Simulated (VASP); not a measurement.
# MnSb (P6_3/mmc) in VASP: further runs

Aim: see how the results for MnSb move with the level of theory and the settings. Levels: LDA, BLYP, PBE. Tasks: single point.

Program: VASP 6.6.1. These are calculated values, not measurements. Logs are shortened: lines on timing, memory, paths and dates and some standing lists are left out, and cuts for length are marked.

### 1 The cell of the first run

It takes space group P6_3/mmc (No. 194, hexagonal). Conventional cell: a = 4.150 Å, b = 4.150 Å, c = 5.780 Å, α = 90.00°, β = 90.00°, γ = 120.00°. Sb (site symmetry -6m2) has 6 Mn at 2.80 Å and 6 Sb at 3.75 Å within 3.8 Å. Within 3.7 Å of Mn (site symmetry -3m) lie 6 Sb at 2.80 Å and 2 Mn at 2.89 Å.

### 2 Single point, LDA, collinear spin, ferromagnetic start

INCAR reads:

```
SYSTEM = MnSb
PREC     = Accurate       ! precision mode
ENCUT    = 520            ! plane-wave cutoff, eV
EDIFF    = 1E-6           ! SCF threshold, eV
ISMEAR   = -1             ! smearing method
SIGMA    = 0.05           ! smearing width, eV
LREAL    = .False.        ! projectors in reciprocal space
LASPH    = .True.         ! aspherical terms in the spheres
NELM     = 150            ! most SCF steps
ALGO     = Normal         ! electronic algorithm
ISIF     = 2              ! what is computed and relaxed
LWAVE    = .False.        ! write WAVECAR
LCHARG   = .False.        ! write CHGCAR
ISPIN    = 2              ! spin polarisation
MAGMOM   = 0 0 4 4        ! initial moments
LORBIT   = 11             ! projections on sites
LMAXMIX  = 4              ! l up to which the mixer works
NBANDS   = 30             ! bands
```

KPOINTS reads:

```
regular mesh
0
Gamma
  7 7 5
  0 0 0
```

POSCAR reads:

```
MnSb
1.0
    4.1500000000      0.0000000000      0.0000000000
   -2.0750000000      3.5940054257      0.0000000000
    0.0000000000      0.0000000000      5.7800000000
Sb Mn
2 2
Direct
    0.6666666667      0.3333333333      0.7500000000
    0.3333333333      0.6666666667      0.2500000000
    0.0000000000      0.0000000000      0.5000000000
    0.0000000000      0.0000000000      0.0000000000
```

Potentials or basis: VASP PAW LDA potentials, release 64 (Sb, Mn_pv).

Started as:

```bash
cat potpaw_LDA.64/Sb/POTCAR potpaw_LDA.64/Mn_pv/POTCAR > POTCAR
mpirun -np 1 vasp_std > vasp.out
```

OUTCAR:

```text
SYSTEM = MnSb
   PREC = Accurate
   ENCUT = 520
   EDIFF = 1E-6
   ISMEAR = -1
   LREAL = .False.
   LASPH = .True.
   NELM = 150
   ISIF = 2
   ISPIN = 2
   LORBIT = 11

 ion  position               nearest neighbor table
   1  0.667  0.333  0.750-   3 2.80   4 2.80   3 2.80   4 2.80   3 2.80   4 2.80   2 3.75   2 3.75
                             2 3.75   2 3.75   2 3.75   2 3.75
   2  0.333  0.667  0.250-   3 2.80   4 2.80   3 2.80   4 2.80   3 2.80   4 2.80   1 3.75   1 3.75
                             1 3.75   1 3.75   1 3.75   1 3.75
   3  0.000  0.000  0.500-   1 2.80   2 2.80   2 2.80   1 2.80   1 2.80   2 2.80   4 2.89   4 2.89

   4  0.000  0.000  0.000-   1 2.80   2 2.80   2 2.80   1 2.80   1 2.80   2 2.80   3 2.89   3 2.89

  LATTYP: Found a hexagonal cell.
 ALAT       =     4.1500000000
 C/A-ratio  =     1.3927710843

  Lattice vectors:

 A1 = (   4.1500000000,   0.0000000000,   0.0000000000)
 A2 = (  -2.0750000000,   3.5940054257,   0.0000000000)
 A3 = (   0.0000000000,   0.0000000000,   5.7800000000)

Analysis of symmetry for initial positions (statically):
=====================================================================
 Subroutine PRICEL returns:
 Original cell was already a primitive cell.

 Routine SETGRP: Setting up the symmetry group for a
 hexagonal supercell.

 Subroutine GETGRP returns: Found 24 space group operations
 (whereof 12 operations were pure point group operations)
 out of a pool of 24 trial point group operations.

The static configuration has the point symmetry D_3d.
 The point group associated with its full space group is D_6h.

Analysis of symmetry for dynamics (positions and initial velocities):
=====================================================================
 Subroutine PRICEL returns:
 Original cell was already a primitive cell.

 Routine SETGRP: Setting up the symmetry group for a
 hexagonal supercell.

 Subroutine GETGRP returns: Found 24 space group operations
 (whereof 12 operations were pure point group operations)
 out of a pool of 24 trial point group operations.

The dynamic configuration has the point symmetry D_3d.
 The point group associated with its full space group is D_6h.

Analysis of structural, dynamic, and magnetic symmetry:
=====================================================================
 Subroutine PRICEL returns:
 Original cell was already a primitive cell.

 Routine SETGRP: Setting up the symmetry group for a
 hexagonal supercell.

 Subroutine GETGRP returns: Found 24 space group operations
 (whereof 12 operations were pure point group operations)
 out of a pool of 24 trial point group operations.

The overall configuration has the point symmetry D_3d.
 The point group associated with its full space group is D_6h.

[... 131 lines left out ...]
   LRPA    =     F    only Hartree local field effects (RPA)
 spin polarized calculation
  energy-cutoff  :      520.00
  volume of cell :       86.21
 maximum number of plane-waves:      2350
 NGX is ok and might be reduce to    32
   NGX = 15   NGY = 15   NGZ = 21

 number of electron      36.0000010 magnetization       6.3793497

 Free energy of the ion-electron system (eV)
  ---------------------------------------------------
  ext. energy  EPLUGINS =         0.00000000
  ---------------------------------------------------
  free energy    TOTEN  =       -28.74708073 eV

  energy without entropy =      -28.72523318  energy(sigma->0) =      -28.73615695

 E-fermi :   7.4126     XC(G=0): -10.8445

 val. band max:        7.4052171809   @ k =   0.2857   0.1429   0.4000
 cond. band min:       7.4278817289   @ k =   0.4286   0.1429   0.4000
 fundamental gap:      0.0226645480
 Fermi energy:         7.4126252573

 spin component 1

 k-point     1 :       0.0000    0.0000    0.0000
  band No.  band energies     occupation
      1     -41.7876      1.00000
      2     -41.7876      1.00000
      3     -41.7798      1.00000
      4     -41.7798      1.00000
      5     -41.5721      1.00000
      6     -41.4889      1.00000
[... 781 lines left out ...]
     29      14.9152      0.00000
     30      15.2102      0.00000
 Fermi energy:         7.4126252573

 spin component 2

 k-point     1 :       0.0000    0.0000    0.0000
  band No.  band energies     occupation
      1     -38.6483      1.00000
      2     -38.6483      1.00000
      3     -38.6389      1.00000
      4     -38.6389      1.00000
      5     -38.5693      1.00000
      6     -38.4725      1.00000
[... 781 lines left out ...]
     29      15.3156      0.00000
     30      15.6572      0.00000

------------------------ aborting loop because EDIFF is reached ----------------------------------------

  FORCE on cell =-STRESS in cart. coord.  units (eV):
  Direction    XX          YY          ZZ          XY          YZ          ZX
  --------------------------------------------------------------------------------------
  -------------------------------------------------------------------------------------
  Total       -5.8084712     -5.8084712     -6.4681765      0.0000000     -0.0000000     -0.0000000
  in kB     -107.9487861   -107.9487861   -120.2092200      0.0000000     -0.0000000     -0.0000000
  external PRESSURE =    -112.0355974 kB  Pullay stress =       0.0000000 kB

 VOLUME and BASIS-vectors are now :
 -----------------------------------------------------------------------------
  energy-cutoff  :      520.00
  volume of cell :       86.21
      direct lattice vectors                 reciprocal lattice vectors
     4.150000000  0.000000000  0.000000000     0.240963855  0.139120547  0.000000000
    -2.075000000  3.594005426  0.000000000     0.000000000  0.278241094  0.000000000
     0.000000000  0.000000000  5.780000000     0.000000000  0.000000000  0.173010381

 POSITION                                       TOTAL-FORCE (eV/Angst)
 -----------------------------------------------------------------------------------
      2.07500      1.19800      4.33500         0.000000     -0.000000      0.000000
     -0.00000      2.39600      1.44500        -0.000000     -0.000000      0.000000
      0.00000      0.00000      2.89000        -0.000000      0.000000      0.000000
      0.00000      0.00000      0.00000        -0.000000      0.000000      0.000000
 -----------------------------------------------------------------------------------
    total drift:                               -0.000000      0.000000      0.000000

  FREE ENERGIE OF THE ION-ELECTRON SYSTEM (eV)
  ---------------------------------------------------
  free  energy   TOTEN  =       -28.7470807318 eV

  energy  without entropy=      -28.7252331763  energy(sigma->0) =      -28.73615695

 total charge

# of ion       s       p       d       tot
------------------------------------------
    1        1.149   1.259   0.044   2.453
    2        1.149   1.259   0.044   2.453
    3        0.276   6.203   5.067  11.547
    4        0.276   6.203   5.067  11.547
--------------------------------------------------
tot          2.851  14.923  10.224  27.998

 magnetization (x)

# of ion       s       p       d       tot
------------------------------------------
    1        0.009  -0.118   0.006  -0.104
    2        0.009  -0.118   0.006  -0.104
    3        0.029   0.019   3.142   3.190
    4        0.029   0.019   3.142   3.190
--------------------------------------------------
tot          0.075  -0.198   6.296   6.173
```

stdout:

```text
POSCAR found type information on POSCAR SbMn
 POSCAR found :  2 types and       4 ions
 scaLAPACK will be used
 LDA part: xc-table for (Slater(with rela. corr.)+CA(PZ))
 , standard interpolation
 POSCAR, INCAR and KPOINTS ok, starting setup
 FFT: planning ... GRIDC
 FFT: planning ... GRID_SOFT
 FFT: planning ... GRID
 WAVECAR not read
 entering main loop
```

Run time: 51 s. Hardware: 1 thread of Intel Xeon 6975P-C (Granite Rapids), shared host; peak memory 0.24 GiB.

Results:

| Quantity | Value |
| --- | --- |
| Free energy | -28.7471 eV |
| Pressure | -11.2 GPa |
| Net moment | 6.38 μB per cell |
| Site moments | Sb -0.10; Mn +3.19 μB |
| Valence electrons inside the program's atomic spheres | Sb 2.45; Mn 11.55 |

Caveat: the cell stands under tension; spin-orbit coupling is left out, which moves the levels of the heavy elements; only a ferromagnetic start was run, and an antiferromagnetic order may lie lower in energy.

### 3 Single point, BLYP, collinear spin, ferromagnetic start

INCAR reads:

```
SYSTEM = MnSb
AGGAC = 1.0
AGGAX = 1.0
ALDAC = 0.0
ALDAX = 1.0
ALGO = Normal
EDIFF = 1E-6
ENCUT = 520
GGA = B5
ISIF = 2
ISMEAR = -1
ISPIN = 2
LASPH = .TRUE.
LCHARG = .TRUE.
LELF = .TRUE.
LMAXMIX = 4
LORBIT = 11
LREAL = .FALSE.
LVHAR = .TRUE.
LWAVE = .FALSE.
MAGMOM = 0 0 4 4
NBANDS = 30
NELM = 150
PREC = Accurate
SIGMA = 0.05
```

KPOINTS reads:

```
k-points
0
G
  7 7 5
  0 0 0
```

POSCAR is that of step 2.

Potentials or basis: VASP PAW PBE potentials, release 64 (Sb, Mn_pv).

Started as:

```bash
cat potpaw_PBE.64/Sb/POTCAR potpaw_PBE.64/Mn_pv/POTCAR > POTCAR
mpirun -np 1 vasp_std > vasp.out
```

Wall time 78 s (1 thread of Intel Xeon 6975P-C (Granite Rapids), shared host); peak memory 0.29 GiB.

The run converged. Its results:

- Free energy: -22.5383 eV
- Pressure: 1.2 GPa
- Net moment: 6.53 μB per cell
- Site moments: Sb -0.12; Mn +3.31 μB
- Valence electrons inside the program's atomic spheres: Sb 2.49; Mn 11.57

Stress tensor (GPa, compression positive):
```
1.51 0.00 0.00
0.00 1.51 0.00
0.00 0.00 0.61
```

Levels at points of the mesh, in eV from the Fermi level:
Spin up:
| k point | band 17 | band 18 | band 19 | band 20 | band 21 | band 22 | band 23 | band 24 | band 25 | band 26 |
| --- | --- | --- | --- | --- | --- | --- | --- | --- | --- | --- |
| (0.00, 0.00, 0.00) | -1.77 | -1.77 | -0.43 | 0.50 | 0.50 | 2.27 | 2.27 | 2.51 | 3.29 | 4.35 |
Spin down:
```
           k point  band 13  band 14  band 15  band 16  band 17  band 18
(0.00, 0.00, 0.00)    -0.07    -0.07     0.17     0.17     0.52     0.52
```

Caveat: the PAW data sets were made with another functional, which shifts forces and pressure a little; spin-orbit coupling is left out, which moves the levels of the heavy elements; only a ferromagnetic start was run, and an antiferromagnetic order may lie lower in energy.

(Part 1 of 2 ends here.)
